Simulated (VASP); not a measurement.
# LiTi2P3: single point with PBE

The system is LiTi2P3.

```
CELL_PARAMETERS angstrom
3.47784 0.00000 0.00000
-1.73892 3.01190 0.00000
0.00000 0.00000 8.59400
ATOMIC_POSITIONS crystal
Li 0.00000 0.00000 0.00000
Ti 0.33333 0.66667 0.33665
Ti 0.66667 0.33333 0.66335
P 0.33333 0.66667 0.82670
P 0.66667 0.33333 0.17330
P 0.00000 0.00000 0.50000
```

| Property | Result |
| --- | --- |
| Program | VASP 6.6.1 |
| Task | single point |
| Functional | PBE |
| Potentials or basis | VASP PAW PBE potentials, release 64 (Li_sv, Ti_sv, P) |
| Cutoff | 520 eV |
| k mesh | 6 × 6 × 2 |
| Occupations | gaussian, width 0.1 eV |
| Spin | no spin polarisation |

```json
{
 "Largest force": "0.406 eV/Å",
 "Band gap on the k mesh": "zero (bands 21 and 22 overlap by 1.10 eV)"
}
```

Forces on the atoms (eV/Å):
```
Li   0.000  0.000  0.000
Ti   0.000  0.000 -0.406
Ti   0.000  0.000  0.406
P    0.000  0.000 -0.190
P    0.000  0.000  0.190
P    0.000  0.000  0.000
```

Levels at points of the mesh, in eV from the Fermi level:
```
           k point  band 19  band 20  band 21  band 22  band 23  band 24
(0.00, 0.00, 0.00)     0.20     0.20     0.69     1.21     1.21     1.30
(0.50, 0.00, 0.00)    -1.04    -0.99    -0.82    -0.42     1.25     1.78
(0.00, 0.00, 0.50)    -0.60     0.21     0.21     1.22     1.22     1.38
(0.50, 0.00, 0.50)    -1.41    -0.98    -0.33    -0.04     1.00     1.78
```

Wall time 22 s on 1 thread of Intel(R) Xeon(R) 6975P-C (Granite Rapids), with other jobs on the host, peak memory 0.22 GiB.

Caveat: the k points lie up to 0.37 Å⁻¹ apart, too coarse for converged energies and pressures of a metal.
